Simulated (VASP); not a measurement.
# Os (Im-3m) in VASP: further runs, part 2 of 3

VASP 6.6.1. Earlier steps stand in the parts before.

## Step 3: Single point, LDA (14.15 Å³/atom)

This run uses another cell than the first one, of 14.15 Å³/atom.

The input, INCAR:

```
  ALGO = Normal
  EDIFF = 1E-7
  ENCUT = 520
  ISIF = 2
  ISMEAR = -1
  LASPH = T
  LCHARG = F
  LREAL = F
  LWAVE = F
  NBANDS = 10
  NELM = 80
  PREC = Accurate
  SIGMA = 0.1
```

The input, KPOINTS:

```
k-points
0
Gamma
  16 16 16
```

The input, POSCAR:

```
Os
1.0
   -1.5238561212      1.5238561212      1.5238561212
    1.5238561212     -1.5238561212      1.5238561212
    1.5238561212      1.5238561212     -1.5238561212
Os
1
Direct
    0.0000000000      0.0000000000      0.0000000000
```

Potentials or basis: VASP PAW LDA potentials, release 64 (Os).

The run is started by

```console
$ cat potpaw_LDA.64/Os/POTCAR > POTCAR
$ mpirun -np 1 vasp_std > vasp.out
```

OUTCAR:

```text
EDIFF = 1E-7
   ENCUT = 520
   ISIF = 2
   ISMEAR = -1
   LASPH = T
   LREAL = F
   NELM = 80
   PREC = Accurate

 ion  position               nearest neighbor table
   1  0.000  0.000  0.000-

  LATTYP: Found a body centered cubic cell.
 ALAT       =     3.0477122424

  Lattice vectors:

 A1 = (  -1.5238561212,   1.5238561212,   1.5238561212)
 A2 = (   1.5238561212,  -1.5238561212,   1.5238561212)
 A3 = (   1.5238561212,   1.5238561212,  -1.5238561212)

Analysis of symmetry for initial positions (statically):
=====================================================================
 Subroutine PRICEL returns:
 Original cell was already a primitive cell.

 Routine SETGRP: Setting up the symmetry group for a
 body centered cubic supercell.

 Subroutine GETGRP returns: Found 48 space group operations
 (whereof 48 operations were pure point group operations)
 out of a pool of 48 trial point group operations.

The static configuration has the point symmetry O_h .

Analysis of symmetry for dynamics (positions and initial velocities):
=====================================================================
 Subroutine PRICEL returns:
 Original cell was already a primitive cell.

 Routine SETGRP: Setting up the symmetry group for a
 body centered cubic supercell.

 Subroutine GETGRP returns: Found 48 space group operations
 (whereof 48 operations were pure point group operations)
 out of a pool of 48 trial point group operations.

The dynamic configuration has the point symmetry O_h .

 Subroutine INISYM returns: Found 48 space group operations
 (whereof 48 operations are pure point group operations),
 and found     1 'primitive' translations

----------------------------------------------------------------------------------------

                                     Primitive cell

  volume of cell :      14.1544

  direct lattice vectors                    reciprocal lattice vectors
[... 109 lines left out ...]
   LORBIT       =      0    0 simple, 1 ext, 2 COOP (PROOUT), +10 PAW based schemes
   GGA     = CA    functional components
   LHFCALC =     F    Hartree Fock is set to
   AEXX    =    0.0000 exact exchange contribution
   IVDW    =     0    specifies the selected vdW correction
   LEPSILON=     F    determine dielectric tensor
   LRPA    =     F    only Hartree local field effects (RPA)
 non-spin polarized calculation
  energy-cutoff  :      520.00
  volume of cell :       14.15
 maximum number of plane-waves:       394
   NGX =  9   NGY =  9   NGZ =  9

 number of electron       8.0000002 magnetization

 Free energy of the ion-electron system (eV)
  ---------------------------------------------------
  ext. energy  EPLUGINS =         0.00000000
  ---------------------------------------------------
  free energy    TOTEN  =       -11.74268553 eV

  energy without entropy =      -11.69419665  energy(sigma->0) =      -11.71844109

 E-fermi :   9.5040     XC(G=0): -14.1038

 val. band max:        9.5008136855   @ k =   0.1250   0.1250   0.0625
 cond. band min:       9.5233979994   @ k =   0.1250   0.0625   0.0000
 fundamental gap:      0.0225843139
 Fermi energy:         9.5040423839

 k-point     1 :       0.0000    0.0000    0.0000
  band No.  band energies     occupation
      1      -1.5542      2.00000
      2       6.0337      2.00000
      3       6.0337      2.00000
      4       6.0337      2.00000
      5       9.4008      1.47486
      6       9.4008      1.47486
      7      25.7949      0.00000
      8      25.7949      0.00000
      9      25.7949      0.00000
     10      38.0173      0.00000
[... 287 lines left out ...]
 k-point    24 :       0.2500    0.1875    0.0000
  band No.  band energies     occupation
      1       2.6028      2.00000
      2       4.4808      2.00000
      3       5.4390      2.00000
      4       8.7850      1.99849
      5      10.1075      0.00478
      6      12.6040      0.00000
      7      21.5661      0.00000
      8      24.6532      0.00000
      9      27.0603      0.00000
     10      31.0997      0.00000

 [... further k-points ...]

------------------------ aborting loop because EDIFF is reached ----------------------------------------

  FORCE on cell =-STRESS in cart. coord.  units (eV):
  Direction    XX          YY          ZZ          XY          YZ          ZX
  --------------------------------------------------------------------------------------
  -------------------------------------------------------------------------------------
  Total        0.1011162      0.1011162      0.1011162     -0.0000000     -0.0000000      0.0000000
  in kB       11.4456220     11.4456220     11.4456220     -0.0000000     -0.0000000      0.0000000
  external PRESSURE =      11.4456220 kB  Pullay stress =       0.0000000 kB

 VOLUME and BASIS-vectors are now :
 -----------------------------------------------------------------------------
  energy-cutoff  :      520.00
  volume of cell :       14.15
      direct lattice vectors                 reciprocal lattice vectors
    -1.523856121  1.523856121  1.523856121     0.000000000  0.328114966  0.328114966
     1.523856121 -1.523856121  1.523856121     0.328114966  0.000000000  0.328114966
     1.523856121  1.523856121 -1.523856121     0.328114966  0.328114966  0.000000000

 POSITION                                       TOTAL-FORCE (eV/Angst)
 -----------------------------------------------------------------------------------
      0.00000      0.00000      0.00000        -0.000000      0.000000     -0.000000
 -----------------------------------------------------------------------------------
    total drift:                                0.000000      0.000000      0.000000

  FREE ENERGIE OF THE ION-ELECTRON SYSTEM (eV)
  ---------------------------------------------------
  free  energy   TOTEN  =       -11.7426855322 eV

  energy  without entropy=      -11.6941966478  energy(sigma->0) =      -11.71844109
```

OSZICAR:

```text
N       E                     dE             d eps       ncg     rms          rms(c)
DAV:   1     0.350861268681E+02    0.35086E+02   -0.41782E+03  2972   0.738E+02
DAV:   2    -0.113637960053E+02   -0.46450E+02   -0.43822E+02  2998   0.201E+02
DAV:   3    -0.124382131499E+02   -0.10744E+01   -0.10644E+01  3356   0.279E+01
DAV:   4    -0.124408497587E+02   -0.26366E-02   -0.26362E-02  3202   0.157E+00
DAV:   5    -0.124408575003E+02   -0.77416E-05   -0.77416E-05  3246   0.771E-02    0.238E+01
DAV:   6    -0.118934461241E+02    0.54741E+00   -0.64429E-01  3276   0.629E+00    0.108E+01
DAV:   7    -0.117474610671E+02    0.14599E+00   -0.41524E-01  3450   0.475E+00    0.882E-01
DAV:   8    -0.117449214745E+02    0.25396E-02   -0.15785E-03  3042   0.331E-01    0.612E-01
DAV:   9    -0.117426876938E+02    0.22338E-02   -0.14162E-03  3170   0.385E-01    0.157E-02
DAV:  10    -0.117426853864E+02    0.23074E-05   -0.14201E-05  3134   0.292E-02    0.171E-02
DAV:  11    -0.117426855233E+02   -0.13691E-06   -0.56543E-07  3262   0.105E-02    0.261E-03
DAV:  12    -0.117426855322E+02   -0.88525E-08   -0.63560E-09  1756   0.709E-04
   1 F= -.11742686E+02 E0= -.11718441E+02  d E =-.484889E-01
```

stdout:

```text
POSCAR found type information on POSCAR Os
 POSCAR found :  1 types and       1 ions
 scaLAPACK will be used
 LDA part: xc-table for (Slater(with rela. corr.)+CA(PZ))
 , standard interpolation
 POSCAR, INCAR and KPOINTS ok, starting setup
 FFT: planning ... GRIDC
 FFT: planning ... GRID_SOFT
 FFT: planning ... GRID
 WAVECAR not read
 entering main loop
```

Wall time 31 s (1 thread of Intel Xeon 8259CL, shared host); peak memory 0.14 GiB.

Results:

```yaml
Free_energy: -11.7427 eV
Pressure: 1.1 GPa
Band_gap_on_the_k_mesh: zero (bands 4 and 5 overlap by 4.60 eV)
```

Caveat: spin-orbit coupling is left out, which moves the levels of the heavy elements.

## Step 4: Single point, LDA (14.72 Å³/atom)

This run uses another cell than the first one, of 14.72 Å³/atom.

The input, INCAR:

```
SYSTEM = Os
PREC = Accurate
ENCUT = 520
EDIFF = 1E-7
ISMEAR = -1
SIGMA = 0.1
LREAL = .False.
LASPH = .True.
NELM = 60
ALGO = Normal
ISIF = 2
LWAVE = .False.
LCHARG = .False.
NBANDS = 10
```

The input, KPOINTS:

```
regular mesh
0
Gamma
  16 16 16
  0 0 0
```

The input, POSCAR:

```
Os
1.0
   -1.5439091593      1.5439091593      1.5439091593
    1.5439091593     -1.5439091593      1.5439091593
    1.5439091593      1.5439091593     -1.5439091593
Os
1
Direct
    0.0000000000      0.0000000000      0.0000000000
```

The run is started by

```console
$ cat potpaw_LDA.64/Os/POTCAR > POTCAR
$ mpirun -np 1 vasp_std > vasp.out
```

Run time: 26 s. Hardware: 1 thread of Intel Xeon 8259CL, shared host; peak memory 0.13 GiB.

The run converged. Its results:

```yaml
Free_energy: -11.7208 eV
Pressure: -13.4 GPa
Band_gap_on_the_k_mesh: zero (bands 4 and 5 overlap by 4.32 eV)
```

Levels at points of the mesh, in eV from the Fermi level:
```
           k point  band 1  band 2  band 3  band 4  band 5  band 6  band 7  band 8
(0.00, 0.00, 0.00)  -10.69   -3.28   -3.28   -3.28   -0.09   -0.09   16.27   16.27
(0.50, 0.00, 0.00)   -7.54   -5.28   -0.23   -0.10    0.52    3.15    8.77   12.51
(0.50, 0.50, 0.50)   -7.13   -7.13    2.34    2.34    2.34    7.86    7.86    7.86
```

Caveat: the cell stands under tension; spin-orbit coupling is left out, which moves the levels of the heavy elements.

## Step 5: Single point, LDA (15.29 Å³/atom)

This run uses another cell than the first one, of 15.29 Å³/atom.

The input, INCAR:

```
SYSTEM = Os
ALGO     = Normal         ! electronic algorithm
EDIFF    = 1E-6           ! SCF threshold, eV
ENCUT    = 520            ! plane-wave cutoff, eV
GGA      = CA             ! functional
ISIF     = 2              ! what is computed and relaxed
ISMEAR   = -1             ! smearing method
LASPH    = .True.         ! aspherical terms in the spheres
LCHARG   = .True.         ! write CHGCAR
LELF     = .True.         ! ELF
LREAL    = .False.        ! projectors in reciprocal space
LVHAR    = .True.       
LWAVE    = .False.        ! write WAVECAR
NBANDS   = 10             ! bands
NELM     = 80             ! most SCF steps
PREC     = Accurate       ! precision mode
SIGMA    = 0.1            ! smearing width, eV
```

The input, KPOINTS:

```
k-points
0
Gamma
  16 16 16
  0 0 0
```

The input, POSCAR:

```
Os
1.0
   -1.5634543881      1.5634543881      1.5634543881
    1.5634543881     -1.5634543881      1.5634543881
    1.5634543881      1.5634543881     -1.5634543881
Os
1
Direct
    0.0000000000      0.0000000000      0.0000000000
```

The run is started by

```console
$ cat potpaw_LDA.64/Os/POTCAR > POTCAR
$ mpirun -np 1 vasp_std > vasp.out
```

Run time: 26 s. Hardware: 1 thread of Intel Xeon 8259CL, shared host; peak memory 0.14 GiB.

It converged, with:

```yaml
Free_energy: -11.6530 eV
Pressure: -24.9 GPa
Band_gap_on_the_k_mesh: zero (bands 4 and 5 overlap by 4.07 eV)
```

Levels at points of the mesh, in eV from the Fermi level:
| k point | band 1 | band 2 | band 3 | band 4 | band 5 | band 6 | band 7 | band 8 |
| --- | --- | --- | --- | --- | --- | --- | --- | --- |
| (0.00, 0.00, 0.00) | -10.34 | -3.10 | -3.10 | -3.10 | -0.07 | -0.07 | 16.23 | 16.23 |
| (0.50, 0.00, 0.00) | -7.18 | -4.99 | -0.22 | -0.07 | 0.48 | 2.95 | 8.30 | 12.48 |
| (0.50, 0.50, 0.50) | -6.73 | -6.73 | 2.20 | 2.20 | 2.20 | 7.68 | 7.68 | 7.68 |

Caveat: the cell stands under tension; spin-orbit coupling is left out, which moves the levels of the heavy elements.

(Continued in part 3 of 3.)

The gap in the log of VASP goes by the Fermi energy; the results here count the filled bands.